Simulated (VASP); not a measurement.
# GaP (F-43m) in VASP: single point with HSE06

Aim: the single point of GaP with HSE06.

Everything below comes from runs of VASP 6.6.1. Logs are shortened: lines on timing, memory, paths and dates and some standing lists are left out, and cuts for length are marked.

**1. The cell of the first run**

It takes space group F-43m (No. 216, cubic). The conventional cell has a = 5.421 Å, b = 5.421 Å, c = 5.421 Å, α = 90.00°, β = 90.00°, γ = 90.00°. Within 3.1 Å of Ga (site symmetry -43m) lie 4 P at 2.35 Å. P (site symmetry -43m) has 4 Ga at 2.35 Å within 3.1 Å.

**2. Single point, HSE06 (strain -0.5%)**

The input, POSCAR:

```
GaP
1.0
    0.0000000000      2.7106821395      2.7106821395
    2.7106821395      0.0000000000      2.7106821395
    2.7106821395      2.7106821395      0.0000000000
Ga P
1 1
Direct
    0.0000000000      0.0000000000      0.0000000000
    0.2500000000      0.2500000000      0.2500000000
```

The input, INCAR.step1:

```
ALGO = Normal
EDIFF = 1E-5
ENCUT = 520
GGA = PE
ISIF = 2
ISMEAR = 0
LASPH = T
LCHARG = F
LREAL = F
LWAVE = T
NBANDS = 16
NELM = 60
PREC = Accurate
SIGMA = 0.01
```

The input, INCAR.step2:

```
ALGO = Normal
EDIFF = 1E-6
ENCUT = 520
GGA = PE
HFSCREEN = 0.2079
ISIF = 2
ISMEAR = 0
ISTART = 1
LASPH = T
LCHARG = F
LHFCALC = T
LREAL = F
LWAVE = F
NBANDS = 16
NELM = 60
PREC = Accurate
PRECFOCK = Normal
SIGMA = 0.01
```

The input, KPOINTS:

```
k-points
0
Gamma
  6 6 6
```

Potentials or basis: VASP PAW PBE potentials, release 64 (Ga_d, P).

Launch:

```
$ cat potpaw_PBE.64/Ga_d/POTCAR potpaw_PBE.64/P/POTCAR > POTCAR
$ cp INCAR.step1 INCAR
$ mpirun -np 1 vasp_std > vasp.out
$ cp INCAR.step2 INCAR
$ mpirun -np 1 vasp_std > vasp.out
```

OUTCAR:

```text
EDIFF = 1E-6
   ENCUT = 520
   GGA = PE
   HFSCREEN = 0.2079
   ISIF = 2
   ISMEAR = 0
   ISTART = 1
   LASPH = T
   LHFCALC = T
   LREAL = F
   NELM = 60
   PREC = Accurate
   PRECFOCK = Normal

 ion  position               nearest neighbor table
   1  0.000  0.000  0.000-   2 2.35   2 2.35   2 2.35   2 2.35
   2  0.250  0.250  0.250-   1 2.35   1 2.35   1 2.35   1 2.35

  LATTYP: Found a face centered cubic cell.
 ALAT       =     5.4213642790

  Lattice vectors:

 A1 = (   0.0000000000,   2.7106821395,   2.7106821395)
 A2 = (   2.7106821395,   0.0000000000,   2.7106821395)
 A3 = (   2.7106821395,   2.7106821395,   0.0000000000)

Analysis of symmetry for initial positions (statically):
=====================================================================
 Subroutine PRICEL returns:
 Original cell was already a primitive cell.

 Routine SETGRP: Setting up the symmetry group for a
 face centered cubic supercell.

 Subroutine GETGRP returns: Found 24 space group operations
 (whereof 24 operations were pure point group operations)
 out of a pool of 48 trial point group operations.

The static configuration has the point symmetry T_d .

Analysis of symmetry for dynamics (positions and initial velocities):
=====================================================================
 Subroutine PRICEL returns:
 Original cell was already a primitive cell.

 Routine SETGRP: Setting up the symmetry group for a
 face centered cubic supercell.

 Subroutine GETGRP returns: Found 24 space group operations
 (whereof 24 operations were pure point group operations)
 out of a pool of 48 trial point group operations.

The dynamic configuration has the point symmetry T_d .

 Subroutine INISYM returns: Found 24 space group operations
 (whereof 24 operations are pure point group operations),
 and found     1 'primitive' translations

----------------------------------------------------------------------------------------

                                     Primitive cell

  volume of cell :      39.8351

  direct lattice vectors                    reciprocal lattice vectors
     0.000000000  2.710682139  2.710682139    -0.184455415  0.184455415  0.184455415
     2.710682139  0.000000000  2.710682139     0.184455415 -0.184455415  0.184455415
     2.710682139  2.710682139  0.000000000     0.184455415  0.184455415 -0.184455415

  length of vectors
     3.833483445  3.833483445  3.833483445     0.319486151  0.319486151  0.319486151

  position of ions in fractional coordinates (direct lattice)
     0.000000000  0.000000000  0.000000000
     0.250000000  0.250000000  0.250000000

  ion indices of the primitive-cell ions
   primitive index   ion index
                 1           1
                 2           2

----------------------------------------------------------------------------------------

 KPOINTS: k-points

Automatic generation of k-mesh.
 Grid dimensions read from file:
 generate k-points for:    6    6    6

 Generating k-lattice:

  Cartesian coordinates                     Fractional coordinates (reciprocal lattice)
    -0.030742569  0.030742569  0.030742569     0.166666667  0.000000000  0.000000000
     0.030742569 -0.030742569  0.030742569     0.000000000  0.166666667  0.000000000
     0.030742569  0.030742569 -0.030742569     0.000000000  0.000000000  0.166666667

  Length of vectors
     0.053247692  0.053247692  0.053247692

  Shift w.r.t. Gamma in fractional coordinates (k-lattice)
     0.000000000  0.000000000  0.000000000

 Subroutine IBZKPT returns following result:
 ===========================================

 Found     16 irreducible k-points:

 Following reciprocal coordinates:
            Coordinates               Weight
  0.000000  0.000000  0.000000      1.000000
  0.166667  0.000000  0.000000      8.000000
  0.333333  0.000000  0.000000      8.000000
  0.500000  0.000000  0.000000      4.000000
  0.166667  0.166667  0.000000      6.000000
  0.333333  0.166667  0.000000     24.000000
[... 8 lines left out ...]
 -0.333333  0.333333  0.166667     24.000000
 -0.333333  0.500000  0.166667     12.000000
   k-points           NKPTS =     16   k-points in BZ     NKDIM =    216   number of bands    NBANDS=     16
   number of dos      NEDOS =    301   number of ions     NIONS =      2
   total plane-waves  NPLWV =  27000
   dimension x,y,z NGX =    30 NGY =   30 NGZ =   30
   dimension x,y,z NGXF=    60 NGYF=   60 NGZF=   60
   ions per type =               1   1
   NGX,Y,Z   is equivalent  to a cutoff of  13.01, 13.01, 13.01 a.u.
   NGXF,Y,Z  is equivalent  to a cutoff of  26.02, 26.02, 26.02 a.u.
 SYSTEM =  unknown system
   PREC   = accura    normal or accurate (medium, high low for compatibility)
   ISTART =      1    job   : 0-new  1-cont  2-samecut
   ICHARG =      0    charge: 1-file 2-atom 10-const
   ISPIN  =      1    spin polarized calculation?
   LNONCOLLINEAR =      F non collinear calculations
   LSORBIT =      F    spin-orbit coupling
   LASPH  =      T    aspherical Exc in radial PAW
   ENCUT  =  520.0 eV  38.22 Ry    6.18 a.u.   7.13  7.13  7.13*2*pi/ulx,y,z
   NELM   =     60;   NELMIN=  2; NELMDL=  0     # of ELM steps
   EDIFF  = 0.1E-05   stopping-criterion for ELM
   LREAL  =      F    real-space projection
   EDIFFG = 0.1E-04   stopping-criterion for IOM
   NSW    =      0    number of steps for IOM
   IBRION =     -1    ionic relax: 0-MD 1-quasi-New 2-CG
   NFREE  =      0    steps in history (QN), initial steepest desc. (CG)
   ISIF   =      2    stress and relaxation
   ISYM   =      3    0-nonsym 1-usesym 2-fastsym
   POTIM  = 0.5000    time-step for ionic-motion
   TEBEG  =    0.0;   TEEND  =   0.0 temperature during run
   PSTRESS=    0.0 pullay stress
   NELECT =      18.0000    total number of electrons
   NUPDOWN=      -1.0000    fix difference up-down
   EMIN   =  10.00;   EMAX   =-10.00  energy-range for DOS
   EFERMI =   0.00;   METHOD = LEGACY
   ISMEAR =     0;   SIGMA  =   0.01  broadening in eV -4-tet -1-fermi 0-gaus
   EFERMI_NEDOS =   21; number of points for ismear=-14 and -15
   IALGO  =     38    algorithm
   IMIX   =      1    mixing-type and parameters
     AMIX     =   0.40;   BMIX     =  1.00
     AMIX_MAG =   1.60;   BMIX_MAG =  1.00
  volume/ion in A,a.u.               =      19.92       134.41
  Fermi-wavevector in a.u.,A,eV,Ry     =   1.256253  2.373974 21.472324  1.578171
  Thomas-Fermi vector in A             =   2.389970
   LORBIT       =      0    0 simple, 1 ext, 2 COOP (PROOUT), +10 PAW based schemes
   GGA     = PE    functional components
   LHFCALC =     T    Hartree Fock is set to
   PRECFOCK=normal    Normal, Fast or Accurate (Low or Medium for compatibility)
   ENCUT4O =  -1.0   cutoff for four orbital integrals eV
   NKREDX  =     1    reduce k-point grid by
   NKREDY  =     1    reduce k-point grid by
   NKREDZ  =     1    reduce k-point grid by
   AEXX    =    0.2500 exact exchange contribution
   HFSCREEN=    0.2079 screening length (either q_TF or 0.3 A-1)
   HFSCREENC=   0.2079 screening length for correlation (either q_TF or 0.3 A-1)
   ENCUTFOCK=  -1.0 apply spherical cutoff to Coloumb kernel
   IVDW    =     0    specifies the selected vdW correction
   LEPSILON=     F    determine dielectric tensor
   LRPA    =     F    only Hartree local field effects (RPA)
 non-spin polarized calculation
 Gauss-broadening in eV      SIGMA  =   0.01
  energy-cutoff  :      520.00
  volume of cell :       39.84
 maximum number of plane-waves:      1090
 NGX is ok and might be reduce to    30
  NGX = 24; NGY = 24; NGZ = 24

 number of electron      17.9999988 magnetization

 Free energy of the ion-electron system (eV)
  ---------------------------------------------------
  ext. energy  EPLUGINS =         0.00000000
  ---------------------------------------------------
  free energy    TOTEN  =       -10.77481444 eV

  energy without entropy =      -10.77481444  energy(sigma->0) =      -10.77481444

 E-fermi :   4.5255     XC(G=0):  -8.2134

 val. band max:        4.3791772006   @ k =   0.0000   0.0000   0.0000
 cond. band min:       6.6383023477   @ k =   0.5000   0.5000   0.0000
 fundamental gap:      2.2591251470
 Fermi energy:         4.5254916958

 k-point     1 :       0.0000    0.0000    0.0000
  band No.  band energies     occupation
      1     -12.6950      2.00000
      2     -12.6950      2.00000
      3     -12.6950      2.00000
      4     -12.5892      2.00000
      5     -12.5892      2.00000
      6      -9.5306      2.00000
[... 8 lines left out ...]
     15      15.3104      0.00000
     16      15.3104      0.00000

 k-point     2 :       0.1667    0.0000    0.0000
  band No.  band energies     occupation
      1     -12.7110      2.00000
      2     -12.6874      2.00000
      3     -12.6874      2.00000
      4     -12.5892      2.00000
      5     -12.5892      2.00000
      6      -9.1414      2.00000
[... 8 lines left out ...]
     15      14.3961      0.00000
     16      15.6045      0.00000

 k-point     3 :       0.3333    0.0000    0.0000
  band No.  band energies     occupation
      1     -12.7416      2.00000
      2     -12.6748      2.00000
      3     -12.6748      2.00000
      4     -12.5864      2.00000
      5     -12.5864      2.00000
      6      -8.0956      2.00000
[... 8 lines left out ...]
     15      15.1752      0.00000
     16      15.1866      0.00000

 k-point     4 :       0.5000    0.0000    0.0000
  band No.  band energies     occupation
      1     -12.7563      2.00000
      2     -12.6701      2.00000
      3     -12.6701      2.00000
      4     -12.5833      2.00000
      5     -12.5833      2.00000
      6      -7.2480      2.00000
[... 8 lines left out ...]
     15      17.4368      0.00000
     16      17.4368      0.00000
[... 172 lines left out ...]
 k-point    14 :       0.5000    0.3333    0.1667
  band No.  band energies     occupation
      1     -12.7633      2.00000
      2     -12.6613      2.00000
      3     -12.6507      2.00000
      4     -12.6028      2.00000
      5     -12.5794      2.00000
      6      -7.2320      2.00000
[... 8 lines left out ...]
     15      17.6208      0.00000
     16      19.1915      0.00000

 k-point    15 :      -0.3333    0.3333    0.1667
  band No.  band energies     occupation
      1     -12.7679      2.00000
      2     -12.6613      2.00000
      3     -12.6439      2.00000
      4     -12.6001      2.00000
      5     -12.5823      2.00000
      6      -6.5088      2.00000
[... 8 lines left out ...]
     15      18.3024      0.00000
     16      18.6178      0.00000

 k-point    16 :      -0.3333    0.5000    0.1667
  band No.  band energies     occupation
      1     -12.7789      2.00000
      2     -12.6507      2.00000
      3     -12.6353      2.00000
      4     -12.6099      2.00000
      5     -12.5771      2.00000
      6      -6.1737      2.00000
[... 8 lines left out ...]
     15      17.7555      0.00000
     16      19.5523      0.00000

------------------------ aborting loop because EDIFF is reached ----------------------------------------

  FORCE on cell =-STRESS in cart. coord.  units (eV):
  Direction    XX          YY          ZZ          XY          YZ          ZX
  --------------------------------------------------------------------------------------
  -------------------------------------------------------------------------------------
  Total        0.5123633      0.5123633      0.5123633      0.0000000      0.0000000     -0.0000000
  in kB       20.6073831     20.6073831     20.6073831      0.0000000      0.0000000     -0.0000000
  external PRESSURE =      20.6073831 kB  Pullay stress =       0.0000000 kB

 VOLUME and BASIS-vectors are now :
 -----------------------------------------------------------------------------
  energy-cutoff  :      520.00
  volume of cell :       39.84
      direct lattice vectors                 reciprocal lattice vectors
     0.000000000  2.710682139  2.710682139    -0.184455415  0.184455415  0.184455415
     2.710682139  0.000000000  2.710682139     0.184455415 -0.184455415  0.184455415
     2.710682139  2.710682139  0.000000000     0.184455415  0.184455415 -0.184455415

 POSITION                                       TOTAL-FORCE (eV/Angst)
 -----------------------------------------------------------------------------------
      0.00000      0.00000      0.00000         0.000000      0.000000      0.000000
      1.35534      1.35534      1.35534        -0.000000     -0.000000     -0.000000
 -----------------------------------------------------------------------------------
    total drift:                               -0.000040     -0.000039     -0.000030

  FREE ENERGIE OF THE ION-ELECTRON SYSTEM (eV)
  ---------------------------------------------------
  free  energy   TOTEN  =       -10.7748144433 eV

  energy  without entropy=      -10.7748144433  energy(sigma->0) =      -10.77481444
```

It took 48 min on 1 thread of AMD EPYC 7R43 (Zen 3), shared host; peak memory 0.26 GiB.

What came out:

```yaml
Free_energy: -10.7748 eV
Pressure: 2.1 GPa
Band_gap_on_the_k_mesh: 2.26 eV (least direct gap 2.94 eV)
```

Levels at points of the mesh, in eV from the valence-band top:
```
           k point  band 6  band 7  band 8  band 9  band 10  band 11  band 12  band 13
(0.00, 0.00, 0.00)  -13.91    0.00    0.00    0.00     2.94     4.77     4.77     4.77
(0.50, 0.00, 0.00)  -11.63   -7.33   -1.24   -1.24     2.56     5.62     5.62     9.29
(0.50, 0.50, 0.00)  -10.63   -7.41   -2.98   -2.98     2.26     2.55    12.19    12.19
```

Caveat: the cell differs from its parent crystal (strain -0.5%); the PAW data sets were made with another functional, which shifts forces and pressure a little.
